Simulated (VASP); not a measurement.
A run of VASP 6.6.1 is set up as follows.

File INCAR:

```
PREC = Accurate ; ENCUT = 520
EDIFF = 1E-6 ; ISMEAR = 0
SIGMA = 0.15 ; LREAL = F
LASPH = T ; NELM = 150
ALGO = Normal ; ISIF = 2
LWAVE = F ; LCHARG = F
ISPIN = 2 ; MAGMOM = 0.875 0
LORBIT = 11 ; NUPDOWN = 0.875
LMAXMIX = 4 ; GGA = PS
NBANDS = 20
```

KPOINTS

```
regular mesh
0
Gamma
  16 16 16
```

The input POSCAR:

```
MnS
1.0
    0.0000000000      2.9431902679      2.9431902679
    2.9431902679      0.0000000000      2.9431902679
    2.9431902679      2.9431902679      0.0000000000
Mn S
1 1
Direct
    0.0000000000      0.0000000000      0.0000000000
    0.7500000000      0.7500000000      0.7500000000
```

Potentials or basis: VASP PAW PBE potentials, release 64 (Mn_pv, S).

Launch:

```console
$ cat potpaw_PBE.64/Mn_pv/POTCAR potpaw_PBE.64/S/POTCAR > POTCAR
$ mpirun -np 1 vasp_std > vasp.out
```

(1) Predict the pressure.

Results:

(1) -20.5 GPa.

Caveat: the cell stands under tension; the PAW data sets were made with another functional, which shifts forces and pressure a little; the total moment is fixed, so each spin has its own Fermi level and the state may be an excited one; a cell with one magnetic atom can't hold antiferromagnetic order, which such compounds often take.
